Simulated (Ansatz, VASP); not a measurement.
**Cu: VASP beside Ansatz**

INCAR

```
PREC = Accurate
ENCUT = 520
EDIFF = 1E-6
ISMEAR = -1
SIGMA = 0.05
LREAL = False
LASPH = True
NELM = 60
ALGO = Fast
ISIF = 2
LWAVE = False
LCHARG = True
GGA = PS
LELF = True
LVHAR = True
NBANDS = 18
```

KPOINTS

```
Automatic mesh
0
Gamma
  9 9 9
```

The input POSCAR:

```
Cu
1.0
    1.2184636900     -3.9763780104      0.0000000000
    1.2184636900      3.9763780104      0.0000000000
    0.0000000000      0.0000000000      2.3764757026
Cu
2
Direct
    0.8661333500      0.1338666500      0.7500000000
    0.1338666500      0.8661333500      0.2500000000
```

The input input.yaml:

```yaml
crystal:
  lattice:
    - [1.21846369, -3.9763780104, 0.0]
    - [1.21846369, 3.9763780104, 0.0]
    - [0.0, 0.0, 2.3764757026]
  atoms:
    - { symbol: Cu, position: [0.86613335, 0.13386665, 0.75] }
    - { symbol: Cu, position: [0.13386665, 0.86613335, 0.25] }
hamiltonian:
  xc: pbesol
  pseudopotentials: { kind: paw }
kpoints:
  mp_grid: { grid: [9, 9, 9] }
scf:
  occupations: { method: fermi_dirac, width: 0.05 }
output:
  forces: true
  stress: true
  eigenvalues: true
```

Alike in both runs: task single point; functional PBEsol; k mesh 9 × 9 × 9; occupations fermi-dirac, width 0.05 eV; no spin polarisation.

|  | VASP | Ansatz |
| --- | --- | --- |
| version | VASP 6.6.1 | Ansatz 0.2.0 |
| potentials or method | VASP PAW PBE potentials, release 64 (Cu) | Ansatz PAW |
| plane-wave cutoff (eV) | 520 | 420 |
| valence electrons in the cell | 22 | 38 |

|  | VASP | Ansatz | Ansatz less VASP |
| --- | --- | --- | --- |
| gap on the k mesh at the Fermi level (eV) | none | none | - |
| pressure (GPa) | 7.2 | 5.7 | -1.52 |
| traceless stress, the component that is largest in VASP (GPa) | 8.01 | 7.95 | -0.060 |
| rms of the force components (eV/Å) | 0.024 | 0.021 | -0.0026 |

VASP's potentials were made for PBE, not for PBEsol. Atom by atom the forces differ by 0.003 eV/Å (rms over components). A gap of «none» marks a metal or a gap that the smearing closes. With one functional, cell and mesh, what is left measures potentials, basis and numerics. VASP's potentials hold 22 valence electrons a cell and Ansatz's 38, so a difference there can come from the potentials and not from the codes.
